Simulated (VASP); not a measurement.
HgTe, 2 atoms in the cell. Symmetry: I-4m2, No. 119, tetragonal system. The conventional cell has a = 4.489 Å, b = 4.489 Å, c = 6.512 Å, α = 90.00°, β = 90.00°, γ = 90.00°. Hg (site symmetry -4m2) has 4 Te at 2.77 Å within 3.7 Å. Within 3.7 Å of Te (site symmetry -4m2) lie 4 Hg at 2.77 Å.  This cell differs from its parent crystal: strain -0.025 along x and y, +0.000 along z.

| Item | Value |
| --- | --- |
| Program | VASP 6.6.1 |
| Task | single point |
| Functional | PBEsol |
| Potentials or basis | VASP PAW PBE potentials, release 64 (Hg, Te) |
| Cutoff | 520 eV |
| k mesh | 16 × 16 × 16 |
| Occupations | gaussian, width 0.15 eV |
| Spin | no spin polarisation |
| Dipole correction | no |
| Further INCAR settings | ALGO = Normal; EDIFF = 1e-06; NBANDS = 16 |

Potentials or basis: VASP PAW PBE potentials, release 64 (Hg, Te).

Command:

```bash
$ cat potpaw_PBE.64/Hg/POTCAR potpaw_PBE.64/Te/POTCAR > POTCAR
$ mpirun -np 1 vasp_std > vasp.out
```

Hardware: 1 thread of Intel(R) Xeon(R) Platinum 8559C (Emerald Rapids), with other jobs on the host.

Task: Estimate the wall time of this run.

Result: It took 2.6 min on 1 thread of Intel(R) Xeon(R) Platinum 8559C (Emerald Rapids), on a shared host, peak memory 0.51 GiB. Counts: scf iterations 13, k points 349.
